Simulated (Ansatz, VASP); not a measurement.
One calculation of Ir, two programs

```xyz
2
Lattice="2.7191 0.0000 0.0000 -1.3596 2.3548 0.0000 0.0000 0.0000 4.4130" Properties=species:S:1:pos:R:3 pbc="T T T"
Ir    0.0000    1.5699    1.1033
Ir    1.3596    0.7849    3.3098
```

Alike in both runs: functional PBEsol; k mesh 13 × 13 × 7; occupations fermi-dirac, width 0.1 eV; no spin polarisation.

Ansatz relaxed the structure, and its values are those at the end. VASP's run is a single point on that final structure, the one shown.

```csv
,VASP,Ansatz
version,VASP 6.6.1,Ansatz 0.2.0
potentials or method,"VASP PAW PBE potentials, release 64 (Ir), cutoff 520 eV","plane waves (420 eV) with PAW, scalar-relativistic"
valence electrons in the cell,18,34
```

Ansatz gave:

```
pressure (GPa) : 0.0
```

Which values does VASP return?

Pressure (GPa): 1.0.

VASP's potentials were made for PBE, not for PBEsol, and Ansatz warns of the same on its side. VASP's potentials hold 18 valence electrons a cell and Ansatz's 34, so a difference there can come from the potentials and not from the codes.

Neither program's run includes spin-orbit coupling.
